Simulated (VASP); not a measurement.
# C: single point with r2SCAN

C:

```
C
1.0
     6.66851    0.00000    0.00000
    -3.33425    5.77510    0.00000
     0.00000    0.00000    1.27437
C
3
Direct
  0.00000 0.00000 0.00000
  0.33333 0.66667 0.50000
  0.66667 0.33333 0.50000
```

```
Program             : VASP 6.6.1
Task                : single point
Functional          : r2SCAN
Potentials or basis : VASP PAW PBE potentials, release 64 (C)
Cutoff              : 520 eV
k mesh              : 9 × 9 × 34
Occupations         : gaussian, width 0.1 eV
Spin                : no spin polarisation
```

```
Pressure               : 0.0 GPa
Band gap on the k mesh : zero (bands 6 and 7 overlap by 15.86 eV)
```

Stress tensor (GPa, compression positive):
```
-0.06  0.00  0.00
 0.00 -0.06  0.00
 0.00  0.00  0.02
```

Levels at points of the mesh, in eV from the Fermi level:
```tsv
k point	band 3	band 4	band 5	band 6	band 7	band 8	band 9	band 10
(0.00, 0.00, 0.00)	-17.40	-5.95	-5.95	-5.95	-5.95	-5.22	-5.22	4.60
(0.00, 0.00, 0.50)	-9.60	9.11	9.23	9.34	12.18	12.18	12.26	12.26
```

Run time: 3.5 min on 1 thread of Intel(R) Xeon(R) 6975P-C (Granite Rapids) (shared host), peak memory 0.24 GiB.

Caveat: the PAW data sets were made with another functional, which shifts forces and pressure a little.
